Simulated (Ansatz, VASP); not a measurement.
**One calculation of KF, two programs**

```
CELL_PARAMETERS angstrom
3.30784 0.00000 0.00000
0.00000 3.30784 0.00000
0.00000 0.00000 3.16119
ATOMIC_POSITIONS crystal
K 0.00000 0.00000 0.00000
F 0.50000 0.50000 0.50000
```

Change from the starting cell: strain +0.015 along x and y, -0.030 along z, atoms carried along.

Alike in both runs: task single point; functional LDA; k mesh 8 × 8 × 8; occupations gaussian, width 0.05 eV; no spin polarisation.

|  | VASP | Ansatz |
| --- | --- | --- |
| version | VASP 6.6.1 | Ansatz 0.2.0 |
| potentials or method | VASP PAW LDA potentials, release 64 (K_sv, F), cutoff 520 eV | scalar-relativistic, plane waves, PAW |
| valence electrons in the cell | 16 | 16 |

```csv
,VASP,Ansatz,Ansatz less VASP
gap on the k mesh at the Fermi level (eV),5.80,5.81,+0.015
least direct gap on the mesh (eV),5.84,5.86,+0.015
pressure (GPa),-5.7,-5.7,-0.07
"traceless stress, the component that is largest in VASP (GPa)",2.49,2.49,-0.005
```

LDA's correlation is that of Perdew and Zunger in VASP and of Perdew and Wang (1992) in Ansatz.
